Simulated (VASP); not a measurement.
**Pd: single point with PBE**

Crystal: Pd.

```
Pd
1.0
     0.00000    1.94650    1.94650
     1.94650    0.00000    1.94650
     1.94650    1.94650    0.00000
Pd
1
Direct
  0.00000 0.00000 0.00000
```

* Program: VASP 6.6.1
* Task: single point
* Functional: PBE
* Potentials or basis: VASP PAW PBE potentials, release 64 (Pd)
* Cutoff: 520 eV
* k mesh: 12 × 12 × 12
* Occupations: gaussian, width 0.022 eV
* Spin: no spin polarisation
* Dipole correction: no
* Further INCAR settings: ALGO = Normal; EDIFF = 1e-06; NBANDS = 11

| Quantity | Value |
| --- | --- |
| Pressure | 6.6 GPa |
| Band gap on the k mesh | zero (band 5 reaches 10.06 eV, above the bottom of band 6 at 8.48 eV) |

Levels at points of the mesh, in eV from the Fermi level:
| k point | band 1 | band 2 | band 3 | band 4 | band 5 | band 6 | band 7 | band 8 | band 9 | band 10 |
| --- | --- | --- | --- | --- | --- | --- | --- | --- | --- | --- |
| (0.00, 0.00, 0.00) | -7.10 | -2.81 | -2.81 | -2.81 | -1.20 | -1.20 | 17.23 | 22.01 | 22.01 | 22.01 |
| (0.50, 0.00, 0.00) | -5.27 | -2.86 | -2.86 | 0.00 | 0.00 | 1.05 | 7.35 | 16.59 | 21.14 | 21.14 |
| (0.50, 0.50, 0.00) | -5.36 | -5.08 | -0.03 | 0.31 | 0.31 | 3.38 | 10.81 | 13.25 | 13.25 | 21.61 |

Wall time 18 s on 1 thread of AMD EPYC 7R13 (shared host), peak memory 0.1 GiB.
